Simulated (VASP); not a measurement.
Here is a VASP 6.6.1 calculation.

Contents of INCAR:

```
SYSTEM = ZrC
PREC = Accurate
ENCUT = 520
EDIFF = 1E-6
ISMEAR = 0
SIGMA = 0.1
LREAL = .False.
LASPH = .True.
NELM = 60
ALGO = Normal
ISIF = 2
LWAVE = .False.
LCHARG = .False.
GGA = PE
NBANDS = 15
```

The input KPOINTS:

```
regular mesh
0
Gamma
  16 16 16
  0 0 0
```

File POSCAR:

```
ZrC
1.0
    0.0000000000      2.4005739898      2.4005739898
    2.4005739898      0.0000000000      2.4005739898
    2.4005739898      2.4005739898      0.0000000000
Zr C
1 1
Direct
    0.5000000000      0.5000000000      0.5000000000
    0.0000000000      0.0000000000      0.0000000000
```

Potentials or basis: VASP PAW PBE potentials, release 64 (Zr_sv, C).

The run is started by

```bash
$ cat potpaw_PBE.64/Zr_sv/POTCAR potpaw_PBE.64/C/POTCAR > POTCAR
$ mpirun -np 1 vasp_std > vasp.out
```

**Question.** What does it give for the band gap on the k mesh?

**Answer.** Zero (band 8 reaches 9.82 eV, above the bottom of band 9 at 8.54 eV).

**Question.** Predict the pressure.

**Answer.** -11.3 GPa.
